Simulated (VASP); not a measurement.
# Cd (P6_3/mmc) in VASP: a series of runs

Cd is run at these levels: PBE; tasks: single point.

Everything below comes from runs of VASP 6.6.1. Logs are shortened: lines on timing, memory, paths and dates and some standing lists are left out, and cuts for length are marked.

### Step 1. The cell of the first run

Symmetry: P6_3/mmc, No. 194, hexagonal system. The conventional cell has a = 2.352 Å, b = 2.352 Å, c = 3.783 Å, α = 90.00°, β = 90.00°, γ = 120.00°. Cd (site symmetry -6m2) has 12 Cd at 2.33 to 2.35 Å within 3.1 Å.

### Step 2. Single point, PBE (9.06 Å³/atom)

POSCAR

```
Cd
1.0
    2.3517475104      0.0000000000      0.0000000000
   -1.1758737552      2.0366730873      0.0000000000
    0.0000000000      0.0000000000      3.7830639780
Cd
2
Direct
    0.3333333333      0.6666666667      0.2500000000
    0.6666666667      0.3333333333      0.7500000000
```

INCAR.step1

```
PREC = Accurate
ENCUT = 470
EDIFF = 1E-6
ISMEAR = -1
SIGMA = 0.08
LREAL = False
LASPH = True
NELM = 120
ALGO = Normal
ISIF = 2
LWAVE = False
LCHARG = True
GGA = PE
NBANDS = 27
GGA_COMPAT = False
NEDOS = 2001
LORBIT = 11
```

KPOINTS.step1

```
Automatic mesh
0
Gamma
  15 15 8
```

INCAR.step2

```
PREC = Accurate
ENCUT = 470
EDIFF = 1E-6
ISMEAR = -5
SIGMA = 0.08
LREAL = False
LASPH = True
NELM = 120
ALGO = Normal
ISIF = 2
LWAVE = False
LCHARG = False
GGA = PE
LORBIT = 11
NEDOS = 1001
ICHARG = 11
GGA_COMPAT = False
```

KPOINTS.step2

```
Automatic mesh
0
Gamma
  23 23 12
```

Potentials or basis: VASP PAW PBE potentials, release 64 (Cd_sv_GW).

The run is started by

```bash
$ cat potpaw_PBE.64/Cd_sv_GW/POTCAR > POTCAR
$ cp INCAR.step1 INCAR
$ cp KPOINTS.step1 KPOINTS
$ mpirun -np 1 vasp_std > vasp.out
$ cp INCAR.step2 INCAR
$ cp KPOINTS.step2 KPOINTS
$ mpirun -np 1 vasp_std > vasp.out
```

OUTCAR:

```text
PREC = Accurate
   ENCUT = 470
   EDIFF = 1E-6
   ISMEAR = -5
   LREAL = False
   LASPH = True
   NELM = 120
   ISIF = 2
   GGA = PE
   LORBIT = 11
   ICHARG = 11

 ion  position               nearest neighbor table
   1  0.333  0.667  0.250-   2 2.33   2 2.33   2 2.33   2 2.33   2 2.33   2 2.33
   2  0.667  0.333  0.750-   1 2.33   1 2.33   1 2.33   1 2.33   1 2.33   1 2.33

  LATTYP: Found a hexagonal cell.
 ALAT       =     2.3517475104
 C/A-ratio  =     1.6086182557

  Lattice vectors:

 A1 = (   2.3517475104,   0.0000000000,   0.0000000000)
 A2 = (  -1.1758737552,   2.0366730873,   0.0000000000)
 A3 = (   0.0000000000,   0.0000000000,   3.7830639780)

Analysis of symmetry for initial positions (statically):
=====================================================================
 Subroutine PRICEL returns:
 Original cell was already a primitive cell.

 Routine SETGRP: Setting up the symmetry group for a
 hexagonal supercell.

 Subroutine GETGRP returns: Found 24 space group operations
 (whereof 12 operations were pure point group operations)
 out of a pool of 24 trial point group operations.

The static configuration has the point symmetry D_3d.
 The point group associated with its full space group is D_6h.

Analysis of symmetry for dynamics (positions and initial velocities):
=====================================================================
 Subroutine PRICEL returns:
 Original cell was already a primitive cell.

 Routine SETGRP: Setting up the symmetry group for a
 hexagonal supercell.

 Subroutine GETGRP returns: Found 24 space group operations
 (whereof 12 operations were pure point group operations)
 out of a pool of 24 trial point group operations.

The dynamic configuration has the point symmetry D_3d.
 The point group associated with its full space group is D_6h.

 Subroutine INISYM returns: Found 24 space group operations
 (whereof 12 operations are pure point group operations),
 and found     1 'primitive' translations

----------------------------------------------------------------------------------------

                                     Primitive cell

  volume of cell :      18.1199

  direct lattice vectors                    reciprocal lattice vectors
     2.351747510  0.000000000  0.000000000     0.425215715  0.245498408  0.000000000
    -1.175873755  2.036673087  0.000000000     0.000000000  0.490996815  0.000000000
     0.000000000  0.000000000  3.783063978     0.000000000  0.000000000  0.264336000

  length of vectors
     2.351747510  2.351747510  3.783063978     0.490996815  0.490996815  0.264336000

  position of ions in fractional coordinates (direct lattice)
     0.333333333  0.666666667  0.250000000
     0.666666667  0.333333333  0.750000000

  ion indices of the primitive-cell ions
   primitive index   ion index
                 1           1
                 2           2

----------------------------------------------------------------------------------------

 KPOINTS: Automatic mesh

Automatic generation of k-mesh.
 Grid dimensions read from file:
 generate k-points for:   23   23   12

 Generating k-lattice:

  Cartesian coordinates                     Fractional coordinates (reciprocal lattice)
     0.018487640  0.010673844  0.000000000     0.043478261 -0.000000000  0.000000000
     0.000000000  0.021347688  0.000000000     0.000000000  0.043478261  0.000000000
     0.000000000  0.000000000  0.022028000     0.000000000  0.000000000  0.083333333

  Length of vectors
     0.021347688  0.021347688  0.022028000

  Shift w.r.t. Gamma in fractional coordinates (k-lattice)
     0.000000000  0.000000000  0.000000000

 TETIRR: Found   6486 inequivalent tetrahedra from    38088

 Subroutine IBZKPT returns following result:
 ===========================================

 Found    392 irreducible k-points:

 Following reciprocal coordinates:
            Coordinates               Weight
  0.000000  0.000000  0.000000      1.000000
  0.043478 -0.000000  0.000000      6.000000
  0.086957 -0.000000  0.000000      6.000000
  0.130435  0.000000  0.000000      6.000000
  0.173913 -0.000000  0.000000      6.000000
  0.217391  0.000000  0.000000      6.000000
[... 16 lines left out ...]
  0.478261  0.043478  0.000000      6.000000
  0.086957  0.086957  0.000000      6.000000
 [... further k-points ...]
   k-points           NKPTS =    392   k-points in BZ     NKDIM =    392   number of bands    NBANDS=     24
   number of dos      NEDOS =   1001   number of ions     NIONS =      2
   total plane-waves  NPLWV =   9072
   dimension x,y,z NGX =    18 NGY =   18 NGZ =   28
   dimension x,y,z NGXF=    36 NGYF=   36 NGZF=   56
   ions per type =               2
   NGX,Y,Z   is equivalent  to a cutoff of  12.72, 12.72, 12.30 a.u.
   NGXF,Y,Z  is equivalent  to a cutoff of  25.45, 25.45, 24.61 a.u.
 SYSTEM =  unknown system
   PREC   = accura    normal or accurate (medium, high low for compatibility)
   ISTART =      0    job   : 0-new  1-cont  2-samecut
   ICHARG =     11    charge: 1-file 2-atom 10-const
   ISPIN  =      1    spin polarized calculation?
   LNONCOLLINEAR =      F non collinear calculations
   LSORBIT =      F    spin-orbit coupling
   LASPH  =      T    aspherical Exc in radial PAW
   ENCUT  =  470.0 eV  34.54 Ry    5.88 a.u.   4.16  4.16  6.69*2*pi/ulx,y,z
   NELM   =    120;   NELMIN=  2; NELMDL=  0     # of ELM steps
   EDIFF  = 0.1E-05   stopping-criterion for ELM
   LREAL  =      F    real-space projection
   EDIFFG = 0.1E-04   stopping-criterion for IOM
   NSW    =      0    number of steps for IOM
   IBRION =     -1    ionic relax: 0-MD 1-quasi-New 2-CG
   NFREE  =      0    steps in history (QN), initial steepest desc. (CG)
   ISIF   =      2    stress and relaxation
   ISYM   =      2    0-nonsym 1-usesym 2-fastsym
   POTIM  = 0.5000    time-step for ionic-motion
   TEBEG  =    0.0;   TEEND  =   0.0 temperature during run
   PSTRESS=    0.0 pullay stress
   NELECT =      40.0000    total number of electrons
   NUPDOWN=      -1.0000    fix difference up-down
   EMIN   =  10.00;   EMAX   =-10.00  energy-range for DOS
   EFERMI =   0.00;   METHOD = LEGACY
   ISMEAR =    -5;   SIGMA  =   0.08  broadening in eV -4-tet -1-fermi 0-gaus
   EFERMI_NEDOS =   21; number of points for ismear=-14 and -15
   IALGO  =     38    algorithm
   IMIX   =      4    mixing-type and parameters
     AMIX     =   0.40;   BMIX     =  1.00
     AMIX_MAG =   1.60;   BMIX_MAG =  1.00
  volume/ion in A,a.u.               =       9.06        61.14
  Fermi-wavevector in a.u.,A,eV,Ry     =   2.131619  4.028176 61.822149  4.543800
  Thomas-Fermi vector in A             =   3.113212
   LORBIT       =     11    0 simple, 1 ext, 2 COOP (PROOUT), +10 PAW based schemes
   GGA     = PE    functional components
   LHFCALC =     F    Hartree Fock is set to
   AEXX    =    0.0000 exact exchange contribution
   IVDW    =     0    specifies the selected vdW correction
   LEPSILON=     F    determine dielectric tensor
   LRPA    =     F    only Hartree local field effects (RPA)
 non-spin polarized calculation
 Fermi weights with tetrahedron method with Bloechl corrections
  energy-cutoff  :      470.00
  volume of cell :       18.12
 maximum number of plane-waves:       430
 NGX is ok and might be reduce to    18

 number of electron      39.9999961 magnetization

 Free energy of the ion-electron system (eV)
  ---------------------------------------------------
  ext. energy  EPLUGINS =         0.00000000
  ---------------------------------------------------
  free energy    TOTEN  =        15.25821014 eV

  energy without entropy =       15.25821014  energy(sigma->0) =       15.25821014

 E-fermi :  24.0482     XC(G=0): -17.0961

 val. band max:       24.5989584526   @ k =   0.3043   0.0870   0.0000
 cond. band min:      23.9508072529   @ k =   0.3043   0.3043   0.2500
 fundamental gap:     -0.6481511997
 Fermi energy:        24.0481808225

 k-point     1 :       0.0000    0.0000    0.0000
  band No.  band energies     occupation
      1     -85.2289      2.00000
      2     -85.0133      2.00000
      3     -46.9276      2.00000
      4     -45.9204      2.00000
      5     -45.9204      2.00000
      6     -45.7450      2.00000
[... 16 lines left out ...]
     23      36.2608      0.00000
     24      36.9339      0.00000

 k-point     2 :       0.0435   -0.0000    0.0000
  band No.  band energies     occupation
      1     -85.2262      2.00000
      2     -85.0123      2.00000
      3     -46.9206      2.00000
      4     -45.9370      2.00000
      5     -45.9264      2.00000
      6     -45.7628      2.00000
[... 16 lines left out ...]
     23      36.3517      0.00000
     24      37.0222      0.00000

 k-point     3 :       0.0870   -0.0000    0.0000
  band No.  band energies     occupation
      1     -85.2173      2.00000
      2     -85.0083      2.00000
      3     -46.9000      2.00000
      4     -45.9835      2.00000
      5     -45.9416      2.00000
      6     -45.8118      2.00000
[... 16 lines left out ...]
     23      36.6060      0.00000
     24      37.2071      0.00000

 k-point     4 :       0.1304    0.0000    0.0000
  band No.  band energies     occupation
      1     -85.2023      2.00000
      2     -85.0014      2.00000
      3     -46.8665      2.00000
      4     -46.0549      2.00000
      5     -45.9645      2.00000
      6     -45.8863      2.00000
[... 16 lines left out ...]
     23      36.9515      0.00000
     24      37.2253      0.00000

 k-point     5 :       0.1739   -0.0000    0.0000
  band No.  band energies     occupation
      1     -85.1824      2.00000
      2     -84.9932      2.00000
      3     -46.8214      2.00000
      4     -46.1489      2.00000
      5     -45.9941      2.00000
      6     -45.9808      2.00000
[... 16 lines left out ...]
     23      37.0935      0.00000
     24      37.1803      0.00000

 k-point     6 :       0.2174    0.0000    0.0000
  band No.  band energies     occupation
      1     -85.1591      2.00000
      2     -84.9846      2.00000
      3     -46.7666      2.00000
      4     -46.2578      2.00000
      5     -46.0898      2.00000
      6     -46.0285      2.00000
[... 16 lines left out ...]
     23      36.2829      0.00000
     24      36.6677      0.00000
[... 379 lines left out ...]
 k-point    21 :       0.3913    0.0435    0.0000
  band No.  band energies     occupation
      1     -85.0489      2.00000
      2     -84.9594      2.00000
      3     -46.7026      2.00000
      4     -46.5160      2.00000
      5     -46.4719      2.00000
      6     -46.1687      2.00000
[... 16 lines left out ...]
     23      31.1654      0.00000
     24      32.1280      0.00000

 k-point    22 :       0.4348    0.0435    0.0000
  band No.  band energies     occupation
      1     -85.0349      2.00000
      2     -84.9595      2.00000
      3     -46.7473      2.00000
      4     -46.5573      2.00000
      5     -46.4275      2.00000
      6     -46.1824      2.00000
[... 16 lines left out ...]
     23      30.6521      0.00000
     24      31.5127      0.00000

 k-point    23 :       0.4783    0.0435    0.0000
  band No.  band energies     occupation
      1     -85.0298      2.00000
      2     -84.9598      2.00000
      3     -46.7628      2.00000
      4     -46.5712      2.00000
      5     -46.4106      2.00000
      6     -46.1872      2.00000
[... 16 lines left out ...]
     23      30.4741      0.00000
     24      31.2402      0.00000

 k-point    24 :       0.0870    0.0870    0.0000
  band No.  band energies     occupation
      1     -85.1940      2.00000
      2     -84.9979      2.00000
      3     -46.8469      2.00000
      4     -46.0850      2.00000
      5     -46.0083      2.00000
      6     -45.9015      2.00000
[... 16 lines left out ...]
     23      36.6400      0.00000
     24      37.1995      0.00000

 [... further k-points ...]
[... 5 lines left out ...]
  --------------------------------------------------------------------------------------
  -------------------------------------------------------------------------------------
  Total       57.5359209     57.5359209     57.7411581      0.0000000      0.0000000      0.0000000
  in kB     5087.3772959   5087.3772959   5105.5245486      0.0000000      0.0000000      0.0000000
  external PRESSURE =    5093.4263801 kB  Pullay stress =       0.0000000 kB

 VOLUME and BASIS-vectors are now :
 -----------------------------------------------------------------------------
  energy-cutoff  :      470.00
  volume of cell :       18.12
      direct lattice vectors                 reciprocal lattice vectors
     2.351747510  0.000000000  0.000000000     0.425215715  0.245498408  0.000000000
    -1.175873755  2.036673087  0.000000000     0.000000000  0.490996815  0.000000000
     0.000000000  0.000000000  3.783063978     0.000000000  0.000000000  0.264336000

 POSITION                                       TOTAL-FORCE (eV/Angst)
 -----------------------------------------------------------------------------------
     -0.00000      1.35778      0.94577        -0.000000      0.000000      0.000000
      1.17587      0.67889      2.83730         0.000000     -0.000000     -0.000000
 -----------------------------------------------------------------------------------
    total drift:                               -0.000000      0.000000      0.000000

  FREE ENERGIE OF THE ION-ELECTRON SYSTEM (eV)
  ---------------------------------------------------
  free  energy   TOTEN  =        15.2582101389 eV

  energy  without entropy=       15.2582101389  energy(sigma->0) =       15.25821014

 total charge

# of ion       s       p       d       f       tot
--------------------------------------------------
    1        2.485   6.991   9.237   0.063  18.776
    2        2.485   6.991   9.237   0.063  18.776
--------------------------------------------------
tot          4.970  13.983  18.474   0.126  37.553
```

Wall time 2.7 min (1 thread of AMD EPYC 7R43 (Zen 3), shared host); peak memory 0.25 GiB.

What came out:

- Valence electrons inside the program's atomic spheres: Cd 18.78

Levels at points of the mesh, in eV from the Fermi level:
```
           k point  band 18  band 19  band 20  band 21  band 22  band 23
(0.00, 0.00, 0.00)   -12.85   -12.85    -9.12     0.60     9.37    12.21
(0.00, 0.00, 0.50)   -13.58   -13.58   -13.58     8.18     8.18    11.63
```

### Step 3. Single point, PBE

This run uses another cell than the first one, of 22.65 Å³/atom.

POSCAR

```
Cd
1.0
    3.2038264706      0.0000000000      0.0000000000
   -1.6019132353      2.7745951128      0.0000000000
    0.0000000000      0.0000000000      5.0959729031
Cd
2
Direct
    0.3333333333      0.6666666667      0.2500000000
    0.6666666667      0.3333333333      0.7500000000
```

INCAR.step1

```
PREC = Accurate
ENCUT = 520
EDIFF = 1E-7
ISMEAR = -1
SIGMA = 0.08
LREAL = F
LASPH = T
NELM = 60
ALGO = Normal
ISIF = 2
LWAVE = F
LCHARG = T
GGA = PE
NBANDS = 19
```

KPOINTS.step1 is that of step 2.

INCAR.step2

```
PREC = Accurate
ENCUT = 520
EDIFF = 1E-7
ISMEAR = -5
SIGMA = 0.08
LREAL = F
LASPH = T
NELM = 60
ALGO = Normal
ISIF = 2
LWAVE = F
LCHARG = F
GGA = PE
LORBIT = 11
NEDOS = 2001
ICHARG = 11
```

KPOINTS.step2 is that of step 2.

Potentials or basis: VASP PAW PBE potentials, release 64 (Cd).

The run is started by

```bash
$ cat potpaw_PBE.64/Cd/POTCAR > POTCAR
$ cp INCAR.step1 INCAR
$ cp KPOINTS.step1 KPOINTS
$ mpirun -np 1 vasp_std > vasp.out
$ cp INCAR.step2 INCAR
$ cp KPOINTS.step2 KPOINTS
$ mpirun -np 1 vasp_std > vasp.out
```

It took 2.7 min on 1 thread of Intel Xeon 6975P-C (Granite Rapids), shared host; peak memory 0.34 GiB.

It converged, with:

- Valence electrons inside the program's atomic spheres: Cd 10.29

Levels at points of the mesh, in eV from the Fermi level:
| k point | band 8 | band 9 | band 10 | band 11 | band 12 | band 13 | band 14 | band 15 | band 16 |
| --- | --- | --- | --- | --- | --- | --- | --- | --- | --- |
| (0.00, 0.00, 0.00) | -8.94 | -8.64 | -8.45 | -8.45 | -2.16 | -1.19 | 11.64 | 11.64 | 12.71 |
| (0.00, 0.00, 0.50) | -8.60 | -8.60 | -8.60 | -6.90 | -6.90 | 6.46 | 6.46 | 12.88 | 12.88 |
